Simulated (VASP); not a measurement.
# PbS (Cmcm) in VASP: a series of runs

The runs below take PbS through single point, with LDA.

Program: VASP 6.6.1. These are calculated values, not measurements. Logs are shortened: lines on timing, memory, paths and dates and some standing lists are left out, and cuts for length are marked.

## 1. The cell of the first run

Symmetry: Cmcm, No. 63, orthorhombic system. Conventional cell: a = 4.035 Å, b = 11.623 Å, c = 4.548 Å, α = 90.00°, β = 90.00°, γ = 90.00°. Pb (site symmetry m2m) has 5 S at 2.61 to 3.04 Å within 3.4 Å. S (site symmetry m2m) has 5 Pb at 2.61 to 3.04 Å within 3.4 Å.

## 2. Single point, LDA

File INCAR:

```
PREC = Accurate
ENCUT = 520
EDIFF = 1E-7
ISMEAR = 0
SIGMA = 0.05
LREAL = False
LASPH = True
NELM = 80
ALGO = Normal
ISIF = 2
LWAVE = False
LCHARG = False
GGA = CA
NBANDS = 28
```

File KPOINTS:

```
regular mesh
0
Gamma
  6 6 6
```

File POSCAR:

```
PbS
1.0
    2.0175541093     -5.8115579542      0.0000000000
    2.0175541093      5.8115579542      0.0000000000
    0.0000000000      0.0000000000      4.5481145074
Pb S
2 2
Direct
    0.8694366500      0.1305633500      0.7500000000
    0.1305633500      0.8694366500      0.2500000000
    0.6452029100      0.3547970900      0.7500000000
    0.3547970900      0.6452029100      0.2500000000
```

Potentials or basis: VASP PAW LDA potentials, release 64 (Pb_d, S).

Launch:

```
$ cat potpaw_LDA.64/Pb_d/POTCAR potpaw_LDA.64/S/POTCAR > POTCAR
$ mpirun -np 1 vasp_std > vasp.out
```

OUTCAR:

```text
PREC = Accurate
   ENCUT = 520
   EDIFF = 1E-7
   ISMEAR = 0
   LREAL = False
   LASPH = True
   NELM = 80
   ISIF = 2
   GGA = CA

 ion  position               nearest neighbor table
   1  0.869  0.131  0.750-   3 2.61   4 3.04   4 3.04   4 3.04   4 3.04   2 3.79   2 3.79   2 4.12
                             2 4.12   2 4.12   2 4.12
   2  0.131  0.869  0.250-   4 2.61   3 3.04   3 3.04   3 3.04   3 3.04   1 3.79   1 3.79   1 4.12
                             1 4.12   1 4.12   1 4.12
   3  0.645  0.355  0.750-   1 2.61   2 3.04   2 3.04   2 3.04   2 3.04
   4  0.355  0.645  0.250-   2 2.61   1 3.04   1 3.04   1 3.04   1 3.04

  LATTYP: Found a base centered orthorhombic cell.
 ALAT       =     4.0351082186
 B/A-ratio  =     2.8804967001
 C/A-ratio  =     1.1271356953

  Lattice vectors:

 A1 = (   2.0175541093,  -5.8115579542,   0.0000000000)
 A2 = (   2.0175541093,   5.8115579542,   0.0000000000)
 A3 = (   0.0000000000,   0.0000000000,   4.5481145074)

Analysis of symmetry for initial positions (statically):
=====================================================================
 Subroutine PRICEL returns:
 Original cell was already a primitive cell.

 Routine SETGRP: Setting up the symmetry group for a
 base centered orthorhombic supercell.

 Subroutine GETGRP returns: Found  8 space group operations
 (whereof  4 operations were pure point group operations)
 out of a pool of  8 trial point group operations.

The static configuration has the point symmetry C_2h.
 The point group associated with its full space group is D_2h.

Analysis of symmetry for dynamics (positions and initial velocities):
=====================================================================
 Subroutine PRICEL returns:
 Original cell was already a primitive cell.

 Routine SETGRP: Setting up the symmetry group for a
 base centered orthorhombic supercell.

 Subroutine GETGRP returns: Found  8 space group operations
 (whereof  4 operations were pure point group operations)
 out of a pool of  8 trial point group operations.

The dynamic configuration has the point symmetry C_2h.
 The point group associated with its full space group is D_2h.

 Subroutine INISYM returns: Found  8 space group operations
 (whereof  4 operations are pure point group operations),
 and found     1 'primitive' translations
[... 95 lines left out ...]
   LSORBIT =      F    spin-orbit coupling
   LASPH  =      T    aspherical Exc in radial PAW
   ENCUT  =  520.0 eV  38.22 Ry    6.18 a.u.  11.44 11.44  8.46*2*pi/ulx,y,z
   NELM   =     80;   NELMIN=  2; NELMDL= -5     # of ELM steps
   EDIFF  = 0.1E-06   stopping-criterion for ELM
   LREAL  =      F    real-space projection
   EDIFFG = 0.1E-05   stopping-criterion for IOM
   NSW    =      0    number of steps for IOM
   IBRION =     -1    ionic relax: 0-MD 1-quasi-New 2-CG
   NFREE  =      0    steps in history (QN), initial steepest desc. (CG)
   ISIF   =      2    stress and relaxation
   ISYM   =      2    0-nonsym 1-usesym 2-fastsym
   POTIM  = 0.5000    time-step for ionic-motion
   TEBEG  =    0.0;   TEEND  =   0.0 temperature during run
   PSTRESS=    0.0 pullay stress
   NELECT =      40.0000    total number of electrons
   NUPDOWN=      -1.0000    fix difference up-down
   EMIN   =  10.00;   EMAX   =-10.00  energy-range for DOS
   EFERMI =   0.00;   METHOD = LEGACY
   ISMEAR =     0;   SIGMA  =   0.05  broadening in eV -4-tet -1-fermi 0-gaus
   EFERMI_NEDOS =   21; number of points for ismear=-14 and -15
   IALGO  =     38    algorithm
   IMIX   =      4    mixing-type and parameters
     AMIX     =   0.40;   BMIX     =  1.00
     AMIX_MAG =   1.60;   BMIX_MAG =  1.00
  volume/ion in A,a.u.               =      26.66       179.94
  Fermi-wavevector in a.u.,A,eV,Ry     =   1.180597  2.231005 18.963935  1.393810
  Thomas-Fermi vector in A             =   2.316887
   LORBIT       =      0    0 simple, 1 ext, 2 COOP (PROOUT), +10 PAW based schemes
   GGA     = CA    functional components
   LHFCALC =     F    Hartree Fock is set to
   AEXX    =    0.0000 exact exchange contribution
   IVDW    =     0    specifies the selected vdW correction
   LEPSILON=     F    determine dielectric tensor
   LRPA    =     F    only Hartree local field effects (RPA)
 non-spin polarized calculation
 Gauss-broadening in eV      SIGMA  =   0.05
  energy-cutoff  :      520.00
  volume of cell :      106.65
 maximum number of plane-waves:      2897
 NGX is ok and might be reduce to    48
   NGX = 23   NGY = 23   NGZ = 17

 number of electron      40.0000005 magnetization

 Free energy of the ion-electron system (eV)
  ---------------------------------------------------
  ext. energy  EPLUGINS =         0.00000000
  ---------------------------------------------------
  free energy    TOTEN  =       -19.65918889 eV

  energy without entropy =      -19.65918889  energy(sigma->0) =      -19.65918889

 E-fermi :   4.8975     XC(G=0):  -9.9373

 val. band max:        4.6348270773   @ k =   0.5000   0.5000   0.3333
 cond. band min:       5.7644123902   @ k =   0.1667   0.1667   0.0000
 fundamental gap:      1.1295853128
 Fermi energy:         4.8975037403

 k-point     1 :       0.0000    0.0000    0.0000
  band No.  band energies     occupation
      1     -11.6881      2.00000
      2     -11.6072      2.00000
      3     -11.5828      2.00000
      4     -11.5564      2.00000
      5     -11.5373      2.00000
      6     -11.5272      2.00000
[... 733 lines left out ...]
     27      11.8415      0.00000
     28      12.3438      0.00000

 [... further k-points ...]

------------------------ aborting loop because EDIFF is reached ----------------------------------------

  FORCE on cell =-STRESS in cart. coord.  units (eV):
  Direction    XX          YY          ZZ          XY          YZ          ZX
  --------------------------------------------------------------------------------------
  -------------------------------------------------------------------------------------
  Total       -2.0558700     -0.0484995     -4.5817500      0.0000000      0.0000000      0.0000000
  in kB      -30.8835399     -0.7285656    -68.8276306      0.0000000      0.0000000      0.0000000
  external PRESSURE =     -33.4799120 kB  Pullay stress =       0.0000000 kB

 VOLUME and BASIS-vectors are now :
 -----------------------------------------------------------------------------
  energy-cutoff  :      520.00
  volume of cell :      106.65
      direct lattice vectors                 reciprocal lattice vectors
     2.017554109 -5.811557954  0.000000000     0.247824828 -0.086035449  0.000000000
     2.017554109  5.811557954  0.000000000     0.247824828  0.086035449  0.000000000
     0.000000000  0.000000000  4.548114507     0.000000000  0.000000000  0.219871333

 POSITION                                       TOTAL-FORCE (eV/Angst)
 -----------------------------------------------------------------------------------
      2.01755     -4.29401      3.41109         0.000000     -0.225942     -0.000000
      2.01755      4.29401      1.13703         0.000000      0.225942      0.000000
      2.01755     -1.68771      3.41109         0.000000      0.346434      0.000000
      2.01755      1.68771      1.13703         0.000000     -0.346434      0.000000
 -----------------------------------------------------------------------------------
    total drift:                               -0.000000     -0.000000      0.000000

  FREE ENERGIE OF THE ION-ELECTRON SYSTEM (eV)
  ---------------------------------------------------
  free  energy   TOTEN  =       -19.6591888856 eV

  energy  without entropy=      -19.6591888856  energy(sigma->0) =      -19.65918889
```

OSZICAR:

```text
N       E                     dE             d eps       ncg     rms          rms(c)
DAV:   1     0.419717037875E+03    0.41972E+03   -0.18901E+04  2912   0.153E+03
DAV:   2     0.272339528219E+02   -0.39248E+03   -0.38037E+03  2952   0.404E+02
DAV:   3    -0.184342745432E+02   -0.45668E+02   -0.44402E+02  3768   0.155E+02
DAV:   4    -0.205681228898E+02   -0.21338E+01   -0.21252E+01  3476   0.347E+01
DAV:   5    -0.206521663643E+02   -0.84043E-01   -0.84029E-01  3812   0.725E+00    0.642E+00
DAV:   6    -0.196776355658E+02    0.97453E+00   -0.24227E+00  4088   0.107E+01    0.414E+00
DAV:   7    -0.196705046740E+02    0.71309E-02   -0.42028E-01  3284   0.279E+00    0.255E+00
DAV:   8    -0.196643236456E+02    0.61810E-02   -0.77590E-02  4232   0.197E+00    0.735E-01
DAV:   9    -0.196590420220E+02    0.52816E-02   -0.22978E-02  4064   0.108E+00    0.111E-01
DAV:  10    -0.196591854539E+02   -0.14343E-03   -0.16037E-03  3340   0.223E-01    0.445E-02
DAV:  11    -0.196591942758E+02   -0.88218E-05   -0.10744E-04  4244   0.680E-02    0.242E-02
DAV:  12    -0.196591896600E+02    0.46158E-05   -0.27190E-05  4412   0.302E-02    0.166E-02
DAV:  13    -0.196591892280E+02    0.43191E-06   -0.24925E-06  3416   0.945E-03    0.126E-02
DAV:  14    -0.196591889747E+02    0.25336E-06   -0.39663E-07  2764   0.488E-03    0.414E-03
DAV:  15    -0.196591888856E+02    0.89083E-07   -0.17239E-07  1916   0.277E-03
   1 F= -.19659189E+02 E0= -.19659189E+02  d E =-.269533E-15
```

Wall time 2.2 min (1 thread of AMD EPYC 9R45 (Zen 5), shared host); peak memory 0.27 GiB.

What came out:

```yaml
Free_energy: -19.6592 eV
Pressure: -3.3 GPa
Largest_force: 0.346 eV/Å
Band_gap_on_the_k_mesh: 1.13 eV (least direct gap 1.44 eV)
```

Forces on the atoms (eV/Å):
```
Pb   0.000 -0.226  0.000
Pb   0.000  0.226  0.000
S    0.000  0.346  0.000
S    0.000 -0.346  0.000
```

Levels at points of the mesh, in eV from the valence-band top:
```tsv
k point	band 17	band 18	band 19	band 20	band 21	band 22	band 23	band 24
(0.00, 0.00, 0.00)	-1.89	-1.51	-1.13	-0.71	4.59	4.84	4.96	5.35
(0.50, 0.00, 0.00)	-1.50	-1.29	-0.78	-0.71	1.36	1.43	1.79	2.82
(0.50, 0.50, 0.00)	-2.04	-1.58	-0.79	-0.23	1.38	4.06	4.71	4.81
(0.00, 0.00, 0.50)	-0.84	-0.84	-0.08	-0.08	2.11	2.11	3.06	3.06
(0.50, 0.00, 0.50)	-2.93	-2.93	-1.26	-1.26	3.63	3.63	4.55	4.55
(0.50, 0.50, 0.50)	-0.98	-0.98	-0.37	-0.37	1.85	1.85	3.58	3.58
```

Caveat: the cell stands under tension; spin-orbit coupling is left out, which moves the levels of the heavy elements. A k mesh can miss the band edges.

(Part 1 of 2 ends here.)
